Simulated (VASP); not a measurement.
# FeBS4 (I4_1/amd) in VASP: single point with r2SCAN

Aim: the single point of FeBS4 with r2SCAN.

All numbers are computed with VASP 6.6.1; they aren't measurements. Logs are shortened: lines on timing, memory, paths and dates and some standing lists are left out, and cuts for length are marked.

## Step 1: The cell of the first run

It takes space group I4_1/amd (No. 141, tetragonal). Conventional cell: a = 7.563 Å, b = 7.563 Å, c = 6.665 Å, α = 90.00°, β = 90.00°, γ = 90.00°. Fe (site symmetry -4m2) has 8 S at 2.48 to 2.55 Å and 2 B at 3.33 Å within 3.4 Å. Within 2.4 Å of B (site symmetry -4m2) lie 4 S at 1.79 Å. S (site symmetry m) has 1 B at 1.79 Å and 2 Fe at 2.48 to 2.55 Å within 2.6 Å.

## Step 2: Single point, r2SCAN

File POSCAR:

```
FeBS4
1.0
   -3.7815701400      3.7815701400      3.3324025200
    3.7815701400     -3.7815701400      3.3324025200
    3.7815701400      3.7815701400     -3.3324025200
Fe B S
2 2 8
Direct
    0.8750000000      0.1250000000      0.7500000000
    0.1250000000      0.8750000000      0.2500000000
    0.6250000000      0.3750000000      0.2500000000
    0.3750000000      0.6250000000      0.7500000000
    0.2706000000      0.1994000000      0.0712000000
    0.1994000000      0.6282000000      0.9288000000
    0.6282000000      0.1994000000      0.4288000000
    0.1994000000      0.2706000000      0.5712000000
    0.7294000000      0.8006000000      0.9288000000
    0.8006000000      0.7294000000      0.4288000000
    0.3718000000      0.8006000000      0.5712000000
    0.8006000000      0.3718000000      0.0712000000
```

File INCAR.step1:

```
PREC = Accurate ; ENCUT = 520
ISMEAR = 0 ; SIGMA = 0.0215
LREAL = False ; LASPH = True
NELM = 100 ; NBANDS = 47
GGA = PE ; ALGO = Normal
EDIFF = 1E-4 ; LWAVE = True
LCHARG = False
```

File INCAR.step2:

```
PREC = Accurate ; ENCUT = 520
EDIFF = 1E-6 ; ISMEAR = 0
SIGMA = 0.0215 ; LREAL = False
LASPH = True ; NELM = 100
ALGO = Normal ; ISIF = 2
LWAVE = False ; LCHARG = True
METAGGA = R2SCAN ; LMIXTAU = True
LELF = True ; LVHAR = True
NBANDS = 47 ; ISTART = 1
```

File KPOINTS:

```
Automatic mesh
0
Gamma
  5 5 5
```

Potentials or basis: VASP PAW PBE potentials, release 64 (Fe, B, S).

The run is started by

```console
cat potpaw_PBE.64/Fe/POTCAR potpaw_PBE.64/B/POTCAR potpaw_PBE.64/S/POTCAR > POTCAR
cp INCAR.step1 INCAR
mpirun -np 1 vasp_std > vasp.out
cp INCAR.step2 INCAR
mpirun -np 1 vasp_std > vasp.out
```

OUTCAR:

```text
PREC = Accurate
   ENCUT = 520
   EDIFF = 1E-6
   ISMEAR = 0
   LREAL = False
   LASPH = True
   NELM = 100
   ISIF = 2
   METAGGA = R2SCAN
   ISTART = 1

 ion  position               nearest neighbor table
   1  0.875  0.125  0.750-   7 2.48  12 2.48  10 2.48   5 2.48   6 2.55  11 2.55   9 2.55   8 2.55

   2  0.125  0.875  0.250-   6 2.48  11 2.48   9 2.48   8 2.48   7 2.55  12 2.55   5 2.55  10 2.55

   3  0.625  0.375  0.250-   5 1.79  10 1.79   7 1.79  12 1.79
   4  0.375  0.625  0.750-   8 1.79   9 1.79   6 1.79  11 1.79
   5  0.271  0.199  0.071-   3 1.79   1 2.48   2 2.55   7 2.70
   6  0.199  0.628  0.929-   4 1.79   2 2.48   1 2.55   8 2.70
   7  0.628  0.199  0.429-   3 1.79   1 2.48   2 2.55   5 2.70
   8  0.199  0.271  0.571-   4 1.79   2 2.48   1 2.55   6 2.70
   9  0.729  0.801  0.929-   4 1.79   2 2.48   1 2.55  11 2.70
  10  0.801  0.729  0.429-   3 1.79   1 2.48   2 2.55  12 2.70
  11  0.372  0.801  0.571-   4 1.79   2 2.48   1 2.55   9 2.70
  12  0.801  0.372  0.071-   3 1.79   1 2.48   2 2.55  10 2.70

  LATTYP: Found a body centered tetragonal cell.
 ALAT       =     7.5631402800
 C/A-ratio  =     0.8812219255

  Lattice vectors:

 A1 = (  -3.7815701400,   3.7815701400,   3.3324025200)
 A2 = (   3.7815701400,  -3.7815701400,   3.3324025200)
 A3 = (   3.7815701400,   3.7815701400,  -3.3324025200)

Analysis of symmetry for initial positions (statically):
=====================================================================
 Subroutine PRICEL returns:
 Original cell was already a primitive cell.

 Routine SETGRP: Setting up the symmetry group for a
 body centered tetragonal supercell.

 Subroutine GETGRP returns: Found 16 space group operations
 (whereof  4 operations were pure point group operations)
 out of a pool of 16 trial point group operations.

The static configuration has the point symmetry C_2h.
 The point group associated with its full space group is D_4h.

Analysis of symmetry for dynamics (positions and initial velocities):
=====================================================================
 Subroutine PRICEL returns:
 Original cell was already a primitive cell.

 Routine SETGRP: Setting up the symmetry group for a
 body centered tetragonal supercell.

 Subroutine GETGRP returns: Found 16 space group operations
 (whereof  4 operations were pure point group operations)
 out of a pool of 16 trial point group operations.

The dynamic configuration has the point symmetry C_2h.
 The point group associated with its full space group is D_4h.

 Subroutine INISYM returns: Found 16 space group operations
 (whereof  4 operations are pure point group operations),
 and found     1 'primitive' translations

----------------------------------------------------------------------------------------

                                     Primitive cell

  volume of cell :     190.6171

  direct lattice vectors                    reciprocal lattice vectors
    -3.781570140  3.781570140  3.332402520     0.000000000  0.132220211  0.150041898
     3.781570140 -3.781570140  3.332402520     0.132220211  0.000000000  0.150041898
     3.781570140  3.781570140 -3.332402520     0.132220211  0.132220211  0.000000000

  length of vectors
     6.301226230  6.301226230  6.301226230     0.199986888  0.199986888  0.186987615

  position of ions in fractional coordinates (direct lattice)
     0.875000000  0.125000000  0.750000000
     0.125000000  0.875000000  0.250000000
     0.625000000  0.375000000  0.250000000
     0.375000000  0.625000000  0.750000000
     0.270600000  0.199400000  0.071200000
     0.199400000  0.628200000  0.928800000
     0.628200000  0.199400000  0.428800000
     0.199400000  0.270600000  0.571200000
     0.729400000  0.800600000  0.928800000
     0.800600000  0.729400000  0.428800000
     0.371800000  0.800600000  0.571200000
     0.800600000  0.371800000  0.071200000

  ion indices of the primitive-cell ions
   primitive index   ion index
                 1           1
                 2           2
                 3           3
                 4           4
                 5           5
                 6           6
                 7           7
                 8           8
                 9           9
                10          10
                11          11
                12          12

----------------------------------------------------------------------------------------

 KPOINTS: Automatic mesh

Automatic generation of k-mesh.
 Grid dimensions read from file:
 generate k-points for:    5    5    5

 Generating k-lattice:

  Cartesian coordinates                     Fractional coordinates (reciprocal lattice)
     0.000000000  0.026444042  0.030008380     0.200000000  0.000000000  0.000000000
     0.026444042  0.000000000  0.030008380     0.000000000  0.200000000  0.000000000
     0.026444042  0.026444042  0.000000000     0.000000000  0.000000000  0.200000000

  Length of vectors
     0.039997378  0.039997378  0.037397523

  Shift w.r.t. Gamma in fractional coordinates (k-lattice)
     0.000000000  0.000000000  0.000000000

 Subroutine IBZKPT returns following result:
 ===========================================

 Found     18 irreducible k-points:

 Following reciprocal coordinates:
            Coordinates               Weight
  0.000000  0.000000  0.000000      1.000000
  0.200000 -0.000000  0.000000      8.000000
  0.400000  0.000000  0.000000      8.000000
  0.200000  0.200000  0.000000      8.000000
  0.400000  0.200000  0.000000     16.000000
 -0.400000  0.200000 -0.000000     16.000000
[... 10 lines left out ...]
 -0.400000  0.400000  0.400000      4.000000
 -0.400000 -0.400000  0.400000      2.000000
   k-points           NKPTS =     18   k-points in BZ     NKDIM =     18   number of bands    NBANDS=     47
   number of dos      NEDOS =    301   number of ions     NIONS =     12
   total plane-waves  NPLWV = 110592
   dimension x,y,z NGX =    48 NGY =   48 NGZ =   48
   dimension x,y,z NGXF=    96 NGYF=   96 NGZF=   96
   ions per type =               2   2   8
   NGX,Y,Z   is equivalent  to a cutoff of  12.66, 12.66, 12.66 a.u.
   NGXF,Y,Z  is equivalent  to a cutoff of  25.33, 25.33, 25.33 a.u.
 SYSTEM =  unknown system
   PREC   = accura    normal or accurate (medium, high low for compatibility)
   ISTART =      1    job   : 0-new  1-cont  2-samecut
   ICHARG =      0    charge: 1-file 2-atom 10-const
   ISPIN  =      1    spin polarized calculation?
   LNONCOLLINEAR =      F non collinear calculations
   LSORBIT =      F    spin-orbit coupling
   LASPH  =      T    aspherical Exc in radial PAW
   ENCUT  =  520.0 eV  38.22 Ry    6.18 a.u.  11.72 11.72 11.72*2*pi/ulx,y,z
   NELM   =    100;   NELMIN=  2; NELMDL=  0     # of ELM steps
   EDIFF  = 0.1E-05   stopping-criterion for ELM
   LREAL  =      F    real-space projection
   EDIFFG = 0.1E-04   stopping-criterion for IOM
   NSW    =      0    number of steps for IOM
   IBRION =     -1    ionic relax: 0-MD 1-quasi-New 2-CG
   NFREE  =      0    steps in history (QN), initial steepest desc. (CG)
   ISIF   =      2    stress and relaxation
   ISYM   =      2    0-nonsym 1-usesym 2-fastsym
   POTIM  = 0.5000    time-step for ionic-motion
   TEBEG  =    0.0;   TEEND  =   0.0 temperature during run
   PSTRESS=    0.0 pullay stress
   NELECT =      70.0000    total number of electrons
   NUPDOWN=      -1.0000    fix difference up-down
   EMIN   =  10.00;   EMAX   =-10.00  energy-range for DOS
   EFERMI =   0.00;   METHOD = LEGACY
   ISMEAR =     0;   SIGMA  =   0.02  broadening in eV -4-tet -1-fermi 0-gaus
   EFERMI_NEDOS =   21; number of points for ismear=-14 and -15
   IALGO  =     38    algorithm
   IMIX   =      4    mixing-type and parameters
     AMIX     =   0.40;   BMIX     =  1.00
     AMIX_MAG =   1.60;   BMIX_MAG =  1.00
  volume/ion in A,a.u.               =      15.88       107.20
  Fermi-wavevector in a.u.,A,eV,Ry     =   1.172340  2.215401 18.699590  1.374381
  Thomas-Fermi vector in A             =   2.308770
   LORBIT       =      0    0 simple, 1 ext, 2 COOP (PROOUT), +10 PAW based schemes
   METAGGA = R2SCAN    functional components
   LHFCALC =     F    Hartree Fock is set to
   AEXX    =    0.0000 exact exchange contribution
   IVDW    =     0    specifies the selected vdW correction
   LEPSILON=     F    determine dielectric tensor
   LRPA    =     F    only Hartree local field effects (RPA)
 non-spin polarized calculation
 Gauss-broadening in eV      SIGMA  =   0.02
  energy-cutoff  :      520.00
  volume of cell :      190.62
 maximum number of plane-waves:      5152
   NGX = 23   NGY = 23   NGZ = 23

 number of electron      70.0000017 magnetization

 Free energy of the ion-electron system (eV)
  ---------------------------------------------------
  ext. energy  EPLUGINS =         0.00000000
  ---------------------------------------------------
  free energy    TOTEN  =      -102.49867152 eV

  energy without entropy =     -102.49458956  energy(sigma->0) =     -102.49663054

 E-fermi :   4.9510     XC(G=0): -10.9579

 val. band max:        4.9402343595   @ k =  -0.4000  -0.4000   0.2000
 cond. band min:       4.9635413894   @ k =  -0.4000   0.4000   0.4000
 fundamental gap:      0.0233070298
 Fermi energy:         4.9510250592

 k-point     1 :       0.0000    0.0000    0.0000
  band No.  band energies     occupation
      1     -11.9122      2.00000
      2     -10.6752      2.00000
      3      -9.1332      2.00000
      4      -8.8279      2.00000
      5      -8.4333      2.00000
      6      -8.4333      2.00000
[... 39 lines left out ...]
     46      10.6931      0.00000
     47      11.4603      0.00000
[... 848 lines left out ...]
     46      10.7967      0.00000
     47      11.3710      0.00000

------------------------ aborting loop because EDIFF is reached ----------------------------------------

  FORCE on cell =-STRESS in cart. coord.  units (eV):
  Direction    XX          YY          ZZ          XY          YZ          ZX
  --------------------------------------------------------------------------------------
  -------------------------------------------------------------------------------------
  Total        2.2051263      2.2051263      5.9887463      0.0000000     -0.0000000      0.0000000
  in kB       18.5345602     18.5345602     50.3366993      0.0000000     -0.0000000      0.0000000
  external PRESSURE =      29.1352733 kB  Pullay stress =       0.0000000 kB

 VOLUME and BASIS-vectors are now :
 -----------------------------------------------------------------------------
  energy-cutoff  :      520.00
  volume of cell :      190.62
      direct lattice vectors                 reciprocal lattice vectors
    -3.781570140  3.781570140  3.332402520     0.000000000  0.132220211  0.150041898
     3.781570140 -3.781570140  3.332402520     0.132220211  0.000000000  0.150041898
     3.781570140  3.781570140 -3.332402520     0.132220211  0.132220211  0.000000000

 POSITION                                       TOTAL-FORCE (eV/Angst)
 -----------------------------------------------------------------------------------
      0.00000      5.67236      0.83310        -0.000000      0.000000      0.000000
      3.78157     -1.89079      2.49930        -0.000000      0.000000      0.000000
     -0.00000      1.89079      2.49930        -0.000000      0.000000      0.000000
      3.78157      1.89079      0.83310        -0.000000      0.000000      0.000000
     -0.00000      0.53850      1.32896        -0.000000     -1.251408     -2.696927
      5.13386      1.89079     -0.33724         1.251408      0.000000     -2.696927
     -0.00000      3.24307      1.32896        -0.000000      1.251408     -2.696927
      2.42928      1.89079     -0.33724        -1.251408      0.000000     -2.696927
      3.78157      3.24307      2.00344        -0.000000      1.251408      2.696927
      1.35229      1.89079      3.66964         1.251408      0.000000      2.696927
      3.78157      0.53850      2.00344        -0.000000     -1.251408      2.696927
     -1.35229      1.89079      3.66964        -1.251408      0.000000      2.696927
 -----------------------------------------------------------------------------------
    total drift:                                0.000000      0.000000      0.000000

  FREE ENERGIE OF THE ION-ELECTRON SYSTEM (eV)
  ---------------------------------------------------
  free  energy   TOTEN  =      -102.4986715235 eV

  energy  without entropy=     -102.4945895596  energy(sigma->0) =     -102.49663054
```

Run time: 9.9 min. Hardware: 1 thread of AMD EPYC 9R45 (Zen 5), shared host; peak memory 0.4 GiB.

Results:

| Property | Result |
| --- | --- |
| Free energy | -102.4987 eV |
| Pressure | 2.9 GPa |
| Largest force | 2.973 eV/Å |
| Band gap on the k mesh | zero (bands 35 and 36 overlap by 0.54 eV) |

Forces in eV/Å, atoms in the order of the input:
```
Fe   0.000  0.000  0.000
Fe   0.000  0.000  0.000
B    0.000  0.000  0.000
B    0.000  0.000  0.000
S    0.000 -1.251 -2.697
S    1.251  0.000 -2.697
S    0.000  1.251 -2.697
S   -1.251  0.000 -2.697
S    0.000  1.251  2.697
S    1.251  0.000  2.697
S    0.000 -1.251  2.697
S   -1.251  0.000  2.697
```

Caveat: the PAW data sets were made with another functional, which shifts forces and pressure a little; the run has no spin polarisation, though such a crystal can be magnetic.
